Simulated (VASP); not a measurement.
Pt, 2 atoms in the cell. The structure is monoclinic, space group C2/c (No. 15). Conventional cell: a = 2.764 Å, b = 4.782 Å, c = 4.797 Å, α = 90.00°, β = 95.36°, γ = 90.00°. Pt (site symmetry 2) has 12 Pt at 2.76 to 2.99 Å within 3.6 Å.  This cell differs from its parent crystal: strain +0.0937 x Voigt [0, 0, 0, 0, 1, 0].

| Quantity | Value |
| --- | --- |
| Program | VASP 6.6.1 |
| Task | single point |
| Functional | PBEsol |
| Potentials or basis | VASP PAW PBE potentials, release 64 (Pt) |
| Cutoff | 520 eV |
| k mesh | 18 × 18 × 10 |
| Occupations | gaussian, width 0.15 eV |
| Spin | no spin polarisation |
| Dipole correction | no |
| Further INCAR settings | ALGO = Fast; EDIFF = 1e-06; NBANDS = 17 |

Potentials or basis: VASP PAW PBE potentials, release 64 (Pt).

The run is started by

```bash
$ cat potpaw_PBE.64/Pt/POTCAR > POTCAR
$ mpirun -np 1 vasp_std > vasp.out
```

Hardware: 1 thread of Intel(R) Xeon(R) Platinum 8488C (Sapphire Rapids) (shared host).

Q: How long does it take, and how much memory?

A: Run time: 3.3 min on 1 thread of Intel(R) Xeon(R) Platinum 8488C (Sapphire Rapids) (shared host), peak memory 0.47 GiB. Counts: scf iterations 13, k points 866.
